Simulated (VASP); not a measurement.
BN: relaxation of cell and atoms with r2SCAN

Crystal: BN.

```
B N
1.0
     2.50094    0.00000    0.00000
    -1.25047    2.16588    0.00000
     0.00000    0.00000    6.87207
B N
2 2
Direct
  0.33333 0.66667 0.25000
  0.66667 0.33333 0.75000
  0.33333 0.66667 0.75000
  0.66667 0.33333 0.25000
```

| Quantity | Value |
| --- | --- |
| Program | VASP 6.6.1 |
| Task | relaxation of cell and atoms |
| Functional | r2SCAN |
| Potentials or basis | VASP PAW PBE potentials, release 64 (B, N) |
| Cutoff | 600 eV |
| k mesh | 10 × 10 × 4 |
| Occupations | gaussian, width 0.01 eV |
| Spin | no spin polarisation |
| Target pressure | 7 GPa |
| Dipole correction | no |
| Further INCAR settings | ALGO = Normal; EDIFF = 1e-06; IBRION = 2; EDIFFG = -0.002; NSW = 100; ISIF = 3 |

* Relaxed volume: 8.00 Å³/atom
* Relaxed cell: a = 2.489 Å, b = 2.489 Å, c = 5.967 Å, α = 90.00°, β = 90.00°, γ = 120.00°
* Space group after relaxing (to 0.1 Å): P6_3/mmc (No. 194)
* Energy change on relaxing (the run minimises the enthalpy): +21.3 meV/atom
* Ionic steps: 12
* Pressure after relaxing: 7.0 GPa
* Band gap on the k mesh: 4.75 eV (least direct gap 5.03 eV)

The path:
| step | energy change (eV) | largest force (eV/Å) | pressure (GPa) | volume (Å³) |
| --- | --- | --- | --- | --- |
| 1 | 0.0000 | 0.0000 | 0.42 | 37.22 |
| 2 | 0.0882 | 0.0000 | 14.73 | 35.20 |
| 3 | 0.0232 | 0.0000 | 7.27 | 36.19 |
| 4 | 0.0235 | 0.0000 | 7.25 | 35.27 |
| 5 | 0.0688 | 0.0000 | 8.01 | 32.47 |
| 6 | 0.1020 | 0.0000 | 8.57 | 31.66 |
| 7 | 0.0899 | 0.0000 | 8.37 | 31.92 |
| 8 | 0.0712 | 0.0000 | 1.95 | 32.54 |
| 9 | 0.0837 | 0.0000 | 6.99 | 32.05 |
| 10 | 0.0838 | 0.0000 | 7.02 | 32.05 |
| 11 | 0.0841 | 0.0000 | 7.01 | 32.04 |
| 12 | 0.0852 | 0.0000 | 7.02 | 32.02 |

Final structure:
```
B N
1.0
     2.48915    0.00000    0.00000
    -1.24457    2.15567    0.00000
     0.00000    0.00000    5.96653
B N
2 2
Direct
  0.33333 0.66667 0.25000
  0.66667 0.33333 0.75000
  0.33333 0.66667 0.75000
  0.66667 0.33333 0.25000
```

Levels at points of the mesh, in eV from the valence-band top:
| k point | band 6 | band 7 | band 8 | band 9 | band 10 | band 11 |
| --- | --- | --- | --- | --- | --- | --- |
| (0.00, 0.00, 0.00) | -1.43 | -1.32 | -1.32 | 6.55 | 12.28 | 12.28 |
| (0.50, 0.00, 0.00) | -4.26 | -1.96 | -0.28 | 4.75 | 6.94 | 10.50 |
| (0.00, 0.00, 0.50) | -1.38 | -1.38 | -1.38 | 9.68 | 9.68 | 12.42 |
| (0.50, 0.00, 0.50) | -4.35 | -1.02 | -1.02 | 5.30 | 5.30 | 10.83 |

Run time: 5.4 min on 1 thread of Intel(R) Xeon(R) 6975P-C (Granite Rapids), with other jobs on the host, peak memory 0.17 GiB.

Caveat: the cell is relaxed towards a set pressure, so the run minimises the enthalpy, not the energy; the PAW data sets were made with another functional, which shifts forces and pressure a little. A k mesh can miss the band edges.
